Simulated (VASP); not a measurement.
# SnTe (I4/mmm) in VASP: further runs

SnTe is run at these levels: PBE; tasks: single point.

Program: VASP 6.6.1. These are calculated values, not measurements. Logs are shortened: lines on timing, memory, paths and dates and some standing lists are left out, and cuts for length are marked.

**1. The cell of the first run**

The structure is tetragonal, space group I4/mmm (No. 139). Conventional cell: a = 4.241 Å, b = 4.241 Å, c = 6.313 Å, α = 90.00°, β = 90.00°, γ = 90.00°. Sn (site symmetry 4/mmm) has 6 Te at 3.00 to 3.16 Å within 3.9 Å. Within 3.9 Å of Te (site symmetry 4/mmm) lie 6 Sn at 3.00 to 3.16 Å.

**2. Single point, PBE (strain -0.050 along x and y, +0.000 along z)**

The input, INCAR:

```
PREC = Accurate
ENCUT = 520
EDIFF = 1E-6
ISMEAR = 0
SIGMA = 0.03
LREAL = F
LASPH = T
NELM = 60
ALGO = Normal
ISIF = 2
LWAVE = F
LCHARG = T
GGA = PE
LELF = T
LVHAR = T
NBANDS = 17
```

The input, KPOINTS:

```
regular mesh
0
Gamma
  10 10 10
```

The input, POSCAR:

```
SnTe
1.0
    0.0000000000      2.9986750000      3.1565000000
    2.9986750000      0.0000000000      3.1565000000
    2.9986750000      2.9986750000      0.0000000000
Sn Te
1 1
Direct
    0.0000000000      0.0000000000      0.0000000000
    0.5000000000      0.5000000000      0.5000000000
```

Potentials or basis: VASP PAW PBE potentials, release 64 (Sn_d, Te).

On the command line:

```bash
$ cat potpaw_PBE.64/Sn_d/POTCAR potpaw_PBE.64/Te/POTCAR > POTCAR
$ mpirun -np 1 vasp_std > vasp.out
```

OUTCAR:

```text
PREC = Accurate
   ENCUT = 520
   EDIFF = 1E-6
   ISMEAR = 0
   LREAL = F
   LASPH = T
   NELM = 60
   ISIF = 2
   GGA = PE

 ion  position               nearest neighbor table
   1  0.000  0.000  0.000-   2 3.00   2 3.00   2 3.00   2 3.00   2 3.16   2 3.16
   2  0.500  0.500  0.500-   1 3.00   1 3.00   1 3.00   1 3.00   1 3.16   1 3.16

  LATTYP: Found a body centered tetragonal cell.
 ALAT       =     4.2407668541
 C/A-ratio  =     1.4886458551

  Lattice vectors:

 A1 = (  -2.9986750000,   0.0000000000,   3.1565000000)
 A2 = (   2.9986750000,   0.0000000000,   3.1565000000)
 A3 = (   0.0000000000,   2.9986750000,  -3.1565000000)

Analysis of symmetry for initial positions (statically):
=====================================================================
 Subroutine PRICEL returns:
 Original cell was already a primitive cell.

 Routine SETGRP: Setting up the symmetry group for a
 body centered tetragonal supercell.

 Subroutine GETGRP returns: Found 16 space group operations
 (whereof 16 operations were pure point group operations)
 out of a pool of 16 trial point group operations.

The static configuration has the point symmetry D_4h.

Analysis of symmetry for dynamics (positions and initial velocities):
=====================================================================
 Subroutine PRICEL returns:
 Original cell was already a primitive cell.

 Routine SETGRP: Setting up the symmetry group for a
 body centered tetragonal supercell.

 Subroutine GETGRP returns: Found 16 space group operations
 (whereof 16 operations were pure point group operations)
 out of a pool of 16 trial point group operations.

The dynamic configuration has the point symmetry D_4h.

 Subroutine INISYM returns: Found 16 space group operations
 (whereof 16 operations are pure point group operations),
 and found     1 'primitive' translations

----------------------------------------------------------------------------------------

                                     Primitive cell

  volume of cell :      56.7668

  direct lattice vectors                    reciprocal lattice vectors
     0.000000000  2.998675000  3.156500000    -0.166740310  0.166740310  0.158403295
     2.998675000  0.000000000  3.156500000     0.166740310 -0.166740310  0.158403295
     2.998675000  2.998675000  0.000000000     0.166740310  0.166740310 -0.158403295

[... 74 lines left out ...]
   PREC   = accura    normal or accurate (medium, high low for compatibility)
   ISTART =      0    job   : 0-new  1-cont  2-samecut
   ICHARG =      2    charge: 1-file 2-atom 10-const
   ISPIN  =      1    spin polarized calculation?
   LNONCOLLINEAR =      F non collinear calculations
   LSORBIT =      F    spin-orbit coupling
   LASPH  =      T    aspherical Exc in radial PAW
   ENCUT  =  520.0 eV  38.22 Ry    6.18 a.u.   8.10  8.10  7.89*2*pi/ulx,y,z
   NELM   =     60;   NELMIN=  2; NELMDL= -5     # of ELM steps
   EDIFF  = 0.1E-05   stopping-criterion for ELM
   LREAL  =      F    real-space projection
   EDIFFG = 0.1E-04   stopping-criterion for IOM
   NSW    =      0    number of steps for IOM
   IBRION =     -1    ionic relax: 0-MD 1-quasi-New 2-CG
   NFREE  =      0    steps in history (QN), initial steepest desc. (CG)
   ISIF   =      2    stress and relaxation
   ISYM   =      2    0-nonsym 1-usesym 2-fastsym
   POTIM  = 0.5000    time-step for ionic-motion
   TEBEG  =    0.0;   TEEND  =   0.0 temperature during run
   PSTRESS=    0.0 pullay stress
   NELECT =      20.0000    total number of electrons
   NUPDOWN=      -1.0000    fix difference up-down
   EMIN   =  10.00;   EMAX   =-10.00  energy-range for DOS
   EFERMI =   0.00;   METHOD = LEGACY
   ISMEAR =     0;   SIGMA  =   0.03  broadening in eV -4-tet -1-fermi 0-gaus
   EFERMI_NEDOS =   21; number of points for ismear=-14 and -15
   IALGO  =     38    algorithm
   IMIX   =      4    mixing-type and parameters
     AMIX     =   0.40;   BMIX     =  1.00
     AMIX_MAG =   1.60;   BMIX_MAG =  1.00
  volume/ion in A,a.u.               =      28.38       191.54
  Fermi-wavevector in a.u.,A,eV,Ry     =   1.156254  2.185003 18.189950  1.336924
  Thomas-Fermi vector in A             =   2.292876
   LORBIT       =      0    0 simple, 1 ext, 2 COOP (PROOUT), +10 PAW based schemes
   GGA     = PE    functional components
   LHFCALC =     F    Hartree Fock is set to
   AEXX    =    0.0000 exact exchange contribution
   IVDW    =     0    specifies the selected vdW correction
   LEPSILON=     F    determine dielectric tensor
   LRPA    =     F    only Hartree local field effects (RPA)
 non-spin polarized calculation
 Gauss-broadening in eV      SIGMA  =   0.03
  energy-cutoff  :      520.00
  volume of cell :       56.77
 maximum number of plane-waves:      1548
   NGX = 17   NGY = 17   NGZ = 15

 number of electron      19.9999996 magnetization

 Free energy of the ion-electron system (eV)
  ---------------------------------------------------
  ext. energy  EPLUGINS =         0.00000000
  ---------------------------------------------------
  free energy    TOTEN  =        -7.30186984 eV

  energy without entropy =       -7.30162708  energy(sigma->0) =       -7.30174846

 E-fermi :   8.2957     XC(G=0):  -9.9347

 val. band max:        8.2833143789   @ k =  -0.3000   0.1000   0.0000
 cond. band min:       8.3285005132   @ k =  -0.2000   0.2000   0.0000
 fundamental gap:      0.0451861343
 Fermi energy:         8.2957149191

 k-point     1 :       0.0000    0.0000    0.0000
  band No.  band energies     occupation
      1     -13.7354      2.00000
      2     -13.7276      2.00000
      3     -13.7196      2.00000
      4     -13.7196      2.00000
      5     -13.7147      2.00000
      6      -5.3546      2.00000
[... 457 lines left out ...]
      4     -13.7087      2.00000
      5     -13.7081      2.00000
      6      -4.0797      2.00000
[... 9 lines left out ...]
     16      17.5363      0.00000
     17      17.8373      0.00000

 [... further k-points ...]
[... 5 lines left out ...]
  --------------------------------------------------------------------------------------
  -------------------------------------------------------------------------------------
  Total        4.0946575      4.0946575      0.9727913      0.0000000      0.0000000      0.0000000
  in kB      115.5669296    115.5669296     27.4558988      0.0000000      0.0000000      0.0000000
  external PRESSURE =      86.1965860 kB  Pullay stress =       0.0000000 kB

 VOLUME and BASIS-vectors are now :
 -----------------------------------------------------------------------------
  energy-cutoff  :      520.00
  volume of cell :       56.77
      direct lattice vectors                 reciprocal lattice vectors
     0.000000000  2.998675000  3.156500000    -0.166740310  0.166740310  0.158403295
     2.998675000  0.000000000  3.156500000     0.166740310 -0.166740310  0.158403295
     2.998675000  2.998675000  0.000000000     0.166740310  0.166740310 -0.158403295

 POSITION                                       TOTAL-FORCE (eV/Angst)
 -----------------------------------------------------------------------------------
      0.00000      0.00000      0.00000         0.000000      0.000000     -0.000000
      2.99867      2.99867      3.15650         0.000000      0.000000      0.000000
 -----------------------------------------------------------------------------------
    total drift:                                0.000000     -0.000000     -0.000000

  FREE ENERGIE OF THE ION-ELECTRON SYSTEM (eV)
  ---------------------------------------------------
  free  energy   TOTEN  =        -7.3018698403 eV

  energy  without entropy=       -7.3016270777  energy(sigma->0) =       -7.30174846
```

OSZICAR:

```text
N       E                     dE             d eps       ncg     rms          rms(c)
DAV:   1     0.125790230086E+03    0.12579E+03   -0.94896E+03  3510   0.140E+03
DAV:   2     0.401399088200E+01   -0.12178E+03   -0.11821E+03  3638   0.337E+02
DAV:   3    -0.702374270121E+01   -0.11038E+02   -0.10953E+02  4390   0.893E+01
DAV:   4    -0.732164883048E+01   -0.29791E+00   -0.29769E+00  4119   0.151E+01
DAV:   5    -0.733328210207E+01   -0.11633E-01   -0.11633E-01  5039   0.292E+00    0.610E+00
DAV:   6    -0.730129225016E+01    0.31990E-01   -0.66553E-02  4787   0.188E+00    0.380E+00
DAV:   7    -0.730241200251E+01   -0.11198E-02   -0.40017E-02  4316   0.112E+00    0.528E-01
DAV:   8    -0.730174766932E+01    0.66433E-03   -0.69613E-03  4466   0.661E-01    0.193E-01
DAV:   9    -0.730187618566E+01   -0.12852E-03   -0.47617E-04  4562   0.219E-01    0.522E-02
DAV:  10    -0.730186719697E+01    0.89887E-05   -0.71409E-05  4643   0.821E-02    0.208E-02
DAV:  11    -0.730186959946E+01   -0.24025E-05   -0.16160E-05  4205   0.353E-02    0.658E-03
DAV:  12    -0.730186984026E+01   -0.24080E-06   -0.97271E-07  2669   0.139E-02
   1 F= -.73018698E+01 E0= -.73017485E+01  d E =-.242763E-03
```

stdout:

```text
POSCAR found type information on POSCAR SnTe
 POSCAR found :  2 types and       2 ions
 scaLAPACK will be used
 LDA part: xc-table for (Slater+PW92), standard interpolation
 POSCAR, INCAR and KPOINTS ok, starting setup
 FFT: planning ... GRIDC
 FFT: planning ... GRID_SOFT
 FFT: planning ... GRID
 WAVECAR not read
 entering main loop
```

It took 26 s on 1 thread of Intel Xeon 6975P-C (Granite Rapids), shared host; peak memory 0.25 GiB.

What came out:

- Free energy: -7.3019 eV
- Pressure: 8.6 GPa
- Band gap on the k mesh: zero (band 10 reaches 8.33 eV, above the bottom of band 11 at 8.28 eV)

Levels at points of the mesh, in eV from the Fermi level:
| k point | band 6 | band 7 | band 8 | band 9 | band 10 | band 11 | band 12 | band 13 | band 14 | band 15 |
| --- | --- | --- | --- | --- | --- | --- | --- | --- | --- | --- |
| (0.00, 0.00, 0.00) | -13.65 | -4.29 | -2.68 | -2.68 | -2.10 | 2.64 | 3.96 | 3.96 | 4.26 | 4.65 |
| (0.50, 0.00, 0.00) | -12.11 | -8.99 | -2.22 | -2.03 | -0.28 | 0.21 | 0.27 | 0.35 | 7.96 | 8.73 |
| (0.50, 0.50, 0.00) | -11.94 | -6.31 | -6.30 | -4.21 | -4.21 | 1.81 | 5.53 | 5.53 | 6.55 | 9.26 |
| (0.50, 0.00, 0.50) | -11.58 | -6.74 | -6.41 | -4.67 | -4.04 | 1.67 | 4.58 | 6.05 | 7.38 | 9.04 |

Caveat: the cell differs from its parent crystal (strain -0.050 along x and y, +0.000 along z); spin-orbit coupling is left out, which moves the levels of the heavy elements.

**3. Single point, PBE (strain -0.025 along x and y, -0.050 along z)**

The input, INCAR:

```
  ALGO = Normal
  EDIFF = 1E-6
  ENCUT = 520
  GGA = PE
  ISIF = 2
  ISMEAR = 0
  LASPH = True
  LCHARG = False
  LREAL = False
  LWAVE = False
  NBANDS = 17
  NELM = 60
  PREC = Accurate
  SIGMA = 0.03
```

The input, KPOINTS:

```
k-points
0
Gamma
  10 10 10
```

The input, POSCAR:

```
SnTe
1.0
    0.0000000000      3.0775875000      2.9986750000
    3.0775875000      0.0000000000      2.9986750000
    3.0775875000      3.0775875000      0.0000000000
Sn Te
1 1
Direct
    0.0000000000      0.0000000000      0.0000000000
    0.5000000000      0.5000000000      0.5000000000
```

Potentials or basis: VASP PAW PBE potentials, release 64 (Sn_d, Te).

On the command line:

```bash
$ cat potpaw_PBE.64/Sn_d/POTCAR potpaw_PBE.64/Te/POTCAR > POTCAR
$ mpirun -np 1 vasp_std > vasp.out
```

Run time: 31 s. Hardware: 1 thread of Intel Xeon 6975P-C (Granite Rapids), shared host; peak memory 0.25 GiB.

Results (log left out):

```yaml
Free_energy: -7.3449 eV
Pressure: 8.4 GPa
Band_gap_on_the_k_mesh: 0.23 eV, indirect (the least direct gap lies 0.7 meV higher)
```

Stress tensor (GPa, compression positive):
```
 6.60  0.00  0.00
 0.00  6.60  0.00
 0.00  0.00 11.95
```

Levels at points of the mesh, in eV from the valence-band top:
```tsv
k point	band 6	band 7	band 8	band 9	band 10	band 11	band 12	band 13	band 14	band 15
(0.00, 0.00, 0.00)	-13.48	-4.15	-2.53	-2.22	-2.22	3.42	3.42	4.13	4.60	4.60
(0.50, 0.00, 0.00)	-11.93	-8.82	-2.00	-1.92	0.00	0.23	0.41	0.47	8.13	8.90
(0.50, 0.50, 0.00)	-11.41	-6.59	-6.24	-4.20	-4.20	1.82	5.44	5.44	7.54	9.35
(0.50, 0.00, 0.50)	-11.58	-6.39	-6.19	-4.28	-3.96	1.90	5.17	5.95	7.11	9.33
```

Caveat: the cell differs from its parent crystal (strain -0.025 along x and y, -0.050 along z); spin-orbit coupling is left out, which moves the levels of the heavy elements.
